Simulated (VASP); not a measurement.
# Si4C (P6_3/mmc) in VASP: density of states with PBE

Aim: the density of states of Si4C with PBE.

Everything below comes from runs of VASP 6.6.1. Logs are shortened: lines on timing, memory, paths and dates and some standing lists are left out, and cuts for length are marked.

## 1. The cell of the first run

It takes space group P6_3/mmc (No. 194, hexagonal). Conventional cell: a = 2.850 Å, b = 2.850 Å, c = 17.980 Å, α = 90.00°, β = 90.00°, γ = 120.00°. Si (site symmetry 3m) has 3 C at 2.04 Å and 1 Si at 2.42 Å within 2.7 Å. Si (site symmetry 3m) has 12 Si at 2.67 to 2.85 Å and 1 C at 3.45 Å within 3.5 Å. C (site symmetry -6m2) has 6 Si at 2.04 Å within 2.7 Å.

## 2. Density of states, PBE

Contents of POSCAR:

```
Si4C
1.0
    2.8504961598      0.0000000000      0.0000000000
   -1.4252480799      2.4686020878      0.0000000000
    0.0000000000      0.0000000000     17.9797912688
Si C
8 2
Direct
    0.3333333333      0.6666666667      0.8173283369
    0.3333333333      0.6666666667      0.0583399072
    0.3333333333      0.6666666667      0.4416600928
    0.3333333333      0.6666666667      0.6826716631
    0.6666666667      0.3333333333      0.9416600928
    0.6666666667      0.3333333333      0.1826716631
    0.6666666667      0.3333333333      0.3173283369
    0.6666666667      0.3333333333      0.5583399072
    0.3333333333      0.6666666667      0.2500000000
    0.6666666667      0.3333333333      0.7500000000
```

Contents of INCAR.step1:

```
SYSTEM = Si4C
ALGO     = Normal         ! electronic algorithm
EDIFF    = 1E-6           ! SCF threshold, eV
ENCUT    = 520            ! plane-wave cutoff, eV
GGA      = PE             ! functional
ISIF     = 2              ! what is computed and relaxed
ISMEAR   = 0              ! smearing method
LASPH    = .True.         ! aspherical terms in the spheres
LCHARG   = .True.         ! write CHGCAR
LREAL    = .False.        ! projectors in reciprocal space
LWAVE    = .False.        ! write WAVECAR
NBANDS   = 31             ! bands
NELM     = 60             ! most SCF steps
PREC     = Accurate       ! precision mode
SIGMA    = 0.1            ! smearing width, eV
```

Contents of KPOINTS.step1:

```
k-points
0
Gamma
  18 18 2
  0 0 0
```

Contents of INCAR.step2:

```
SYSTEM = Si4C
ALGO     = Normal         ! electronic algorithm
EDIFF    = 1E-6           ! SCF threshold, eV
ENCUT    = 520            ! plane-wave cutoff, eV
GGA      = PE             ! functional
ICHARG   = 11             ! starting density
ISIF     = 2              ! what is computed and relaxed
ISMEAR   = -5             ! smearing method
LASPH    = .True.         ! aspherical terms in the spheres
LCHARG   = .False.        ! write CHGCAR
LORBIT   = 10             ! projections on sites
LREAL    = .False.        ! projectors in reciprocal space
LWAVE    = .False.        ! write WAVECAR
NEDOS    = 2001           ! points of the DOS
NELM     = 60             ! most SCF steps
PREC     = Accurate       ! precision mode
SIGMA    = 0.1            ! smearing width, eV
```

Contents of KPOINTS.step2:

```
k-points
0
Gamma
  27 27 3
  0 0 0
```

Potentials or basis: VASP PAW PBE potentials, release 64 (Si, C).

The run is started by

```bash
> cat potpaw_PBE.64/Si/POTCAR potpaw_PBE.64/C/POTCAR > POTCAR
> cp INCAR.step1 INCAR
> cp KPOINTS.step1 KPOINTS
> mpirun -np 1 vasp_std > vasp.out
> cp INCAR.step2 INCAR
> cp KPOINTS.step2 KPOINTS
> mpirun -np 1 vasp_std > vasp.out
```

OUTCAR:

```text
SYSTEM = Si4C
   EDIFF = 1E-6
   ENCUT = 520
   GGA = PE
   ICHARG = 11
   ISIF = 2
   ISMEAR = -5
   LASPH = .True.
   LORBIT = 10
   LREAL = .False.
   NELM = 60
   PREC = Accurate

 ion  position               nearest neighbor table
   1  0.333  0.667  0.817-  10 2.04  10 2.04  10 2.04   4 2.42   5 2.78   5 2.78   5 2.78
   2  0.333  0.667  0.058-   5 2.67   5 2.67   5 2.67   6 2.78   6 2.78   6 2.78
   3  0.333  0.667  0.442-   8 2.67   8 2.67   8 2.67   7 2.78   7 2.78   7 2.78
   4  0.333  0.667  0.683-  10 2.04  10 2.04  10 2.04   1 2.42   8 2.78   8 2.78   8 2.78
   5  0.667  0.333  0.942-   2 2.67   2 2.67   2 2.67   1 2.78   1 2.78   1 2.78
   6  0.667  0.333  0.183-   9 2.04   9 2.04   9 2.04   7 2.42   2 2.78   2 2.78   2 2.78
   7  0.667  0.333  0.317-   9 2.04   9 2.04   9 2.04   6 2.42   3 2.78   3 2.78   3 2.78
   8  0.667  0.333  0.558-   3 2.67   3 2.67   3 2.67   4 2.78   4 2.78   4 2.78
   9  0.333  0.667  0.250-   6 2.04   7 2.04   6 2.04   7 2.04   6 2.04   7 2.04
  10  0.667  0.333  0.750-   1 2.04   4 2.04   1 2.04   4 2.04   1 2.04   4 2.04

  LATTYP: Found a hexagonal cell.
 ALAT       =     2.8504961598
 C/A-ratio  =     6.3076005933

  Lattice vectors:

 A1 = (   2.8504961598,   0.0000000000,   0.0000000000)
 A2 = (  -1.4252480799,   2.4686020878,   0.0000000000)
 A3 = (   0.0000000000,   0.0000000000,  17.9797912688)

Analysis of symmetry for initial positions (statically):
=====================================================================
 Subroutine PRICEL returns:
 Original cell was already a primitive cell.

 Routine SETGRP: Setting up the symmetry group for a
 hexagonal supercell.

 Subroutine GETGRP returns: Found 24 space group operations
 (whereof 12 operations were pure point group operations)
 out of a pool of 24 trial point group operations.

The static configuration has the point symmetry D_3d.
 The point group associated with its full space group is D_6h.

Analysis of symmetry for dynamics (positions and initial velocities):
=====================================================================
 Subroutine PRICEL returns:
 Original cell was already a primitive cell.

 Routine SETGRP: Setting up the symmetry group for a
 hexagonal supercell.

 Subroutine GETGRP returns: Found 24 space group operations
 (whereof 12 operations were pure point group operations)
 out of a pool of 24 trial point group operations.

The dynamic configuration has the point symmetry D_3d.
 The point group associated with its full space group is D_6h.

 Subroutine INISYM returns: Found 24 space group operations
 (whereof 12 operations are pure point group operations),
 and found     1 'primitive' translations

[... 133 lines left out ...]
  volume/ion in A,a.u.               =      12.65        85.38
  Fermi-wavevector in a.u.,A,eV,Ry     =   1.115260  2.107536 16.922990  1.243805
  Thomas-Fermi vector in A             =   2.251863
   LORBIT       =     10    0 simple, 1 ext, 2 COOP (PROOUT), +10 PAW based schemes
   GGA     = PE    functional components
   LHFCALC =     F    Hartree Fock is set to
   AEXX    =    0.0000 exact exchange contribution
   IVDW    =     0    specifies the selected vdW correction
   LEPSILON=     F    determine dielectric tensor
   LRPA    =     F    only Hartree local field effects (RPA)
 non-spin polarized calculation
 Fermi weights with tetrahedron method with Bloechl corrections
  energy-cutoff  :      520.00
  volume of cell :      126.52
 maximum number of plane-waves:      3433
 NGX is ok and might be reduce to    24

 number of electron      39.9999997 magnetization

 Free energy of the ion-electron system (eV)
  ---------------------------------------------------
  ext. energy  EPLUGINS =         0.00000000
  ---------------------------------------------------
  free energy    TOTEN  =       -55.30718917 eV

  energy without entropy =      -55.30718917  energy(sigma->0) =      -55.30718917

 E-fermi :  10.1302     XC(G=0): -11.3744

 val. band max:       10.2237196641   @ k =   0.1852   0.1481   0.0000
 cond. band min:       9.9759998042   @ k =   0.3333   0.2222   0.0000
 fundamental gap:     -0.2477198599
 Fermi energy:        10.1302191630

 k-point     1 :       0.0000    0.0000    0.0000
  band No.  band energies     occupation
      1      -6.9712      2.00000
      2      -6.9631      2.00000
      3      -3.5462      2.00000
      4      -3.0995      2.00000
      5      -2.5011      2.00000
      6      -1.0606      2.00000
[... 685 lines left out ...]
     25      12.6822      0.00000
     26      12.8178      0.00000

 [... further k-points ...]
[... 5 lines left out ...]
  --------------------------------------------------------------------------------------
  -------------------------------------------------------------------------------------
  Total        0.4001436      0.4001436     -0.4695625      0.0000000     -0.0000000      0.0000000
  in kB        5.0672255      5.0672255     -5.9463131      0.0000000     -0.0000000      0.0000000
  external PRESSURE =       1.3960460 kB  Pullay stress =       0.0000000 kB

 VOLUME and BASIS-vectors are now :
 -----------------------------------------------------------------------------
  energy-cutoff  :      520.00
  volume of cell :      126.52
      direct lattice vectors                 reciprocal lattice vectors
     2.850496160  0.000000000  0.000000000     0.350816119  0.202543781  0.000000000
    -1.425248080  2.468602088  0.000000000     0.000000000  0.405087561  0.000000000
     0.000000000  0.000000000 17.979791269     0.000000000  0.000000000  0.055617998

 POSITION                                       TOTAL-FORCE (eV/Angst)
 -----------------------------------------------------------------------------------
     -0.00000      1.64573     14.69539         0.000000     -0.000000     -0.023582
     -0.00000      1.64573      1.04894         0.000000     -0.000000     -0.032243
     -0.00000      1.64573      7.94096         0.000000     -0.000000      0.032243
     -0.00000      1.64573     12.27429         0.000000      0.000000      0.023582
      1.42525      0.82287     16.93085         0.000000     -0.000000      0.032243
      1.42525      0.82287      3.28440         0.000000     -0.000000      0.023582
      1.42525      0.82287      5.70550        -0.000000     -0.000000     -0.023582
      1.42525      0.82287     10.03883         0.000000     -0.000000     -0.032243
     -0.00000      1.64573      4.49495        -0.000000     -0.000000      0.000000
      1.42525      0.82287     13.48484        -0.000000      0.000000      0.000000
 -----------------------------------------------------------------------------------
    total drift:                                0.000000     -0.000000      0.000000

  FREE ENERGIE OF THE ION-ELECTRON SYSTEM (eV)
  ---------------------------------------------------
  free  energy   TOTEN  =       -55.3071891750 eV

  energy  without entropy=      -55.3071891750  energy(sigma->0) =      -55.30718917

 total charge

# of ion       s       p       d       tot
------------------------------------------
    1        0.780   0.777   0.000   1.557
    2        0.847   0.682   0.000   1.529
    3        0.847   0.682   0.000   1.529
    4        0.780   0.777   0.000   1.557
    5        0.847   0.682   0.000   1.529
    6        0.780   0.777   0.000   1.557
    7        0.780   0.777   0.000   1.557
    8        0.847   0.682   0.000   1.529
    9        0.856   1.590   0.000   2.446
   10        0.856   1.590   0.000   2.446
--------------------------------------------------
tot          8.220   9.015   0.000  17.236
```

It took 6.3 min on 1 thread of AMD EPYC 9R45 (Zen 5), shared host; peak memory 0.48 GiB.

Results:

```yaml
Valence_electrons_inside_the_program's_atomic_spheres: Si 1.56, 1.53; C 2.45
```

Caveat: the bands computed are all filled at some k points, so no gap is given.
